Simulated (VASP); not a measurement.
Set up this calculation in VASP 6.6.1, as the native input.

```yaml
Task: single point
Functional: LDA
Potentials_or_basis: VASP PAW LDA potentials, release 64 (Zr_sv, B)
Cutoff: 520 eV
k_mesh: 16 × 16 × 16
Occupations: gaussian, width 0.15 eV
Spin: no spin polarisation
Dipole_correction: no
Further_INCAR_settings: ALGO = Normal; EDIFF = 1e-06; NBANDS = 14
```

The structure of ZrB lies in POSCAR:

```
ZrB
1.0
    0.0000000000      2.4153850465      2.3267404153
    2.4716635181      0.0000000000      2.3267404153
    2.4716635181      2.4153850465      0.0000000000
Zr B
1 1
Direct
    0.0000000000      0.0000000000      0.0000000000
    0.5000000000      0.5000000000      0.5000000000
```

This cell differs from its parent crystal: normal strain along x +0.0233, normal strain along z -0.0367.

One way to write it, as run:

INCAR

```
PREC     = Accurate       # precision mode
ENCUT    = 520            # plane-wave cutoff, eV
EDIFF    = 1E-6           # SCF threshold, eV
ISMEAR   = 0              # smearing method
SIGMA    = 0.15           # smearing width, eV
LREAL    = False          # projectors in reciprocal space
LASPH    = True           # aspherical terms in the spheres
NELM     = 100            # most SCF steps
ALGO     = Normal         # electronic algorithm
ISIF     = 2              # what is computed and relaxed
LWAVE    = False          # write WAVECAR
LCHARG   = True           # write CHGCAR
GGA      = CA             # functional
LELF     = True           # ELF
LVHAR    = True         
NBANDS   = 14             # bands
```

KPOINTS

```
Automatic mesh
0
Gamma
  16 16 16
```

Potentials or basis: VASP PAW LDA potentials, release 64 (Zr_sv, B).

The run is started by

```sh
$ cat potpaw_LDA.64/Zr_sv/POTCAR potpaw_LDA.64/B/POTCAR > POTCAR
$ mpirun -np 1 vasp_std > vasp.out
```

Results of the run:

```
Pressure : 3.8 GPa
```

Caveat: the cell differs from its parent crystal (normal strain along x +0.0233, normal strain along z -0.0367).

Run time: 3.1 min on 1 thread of Intel(R) Xeon(R) Platinum 8488C (Sapphire Rapids), on a shared host, peak memory 0.35 GiB.
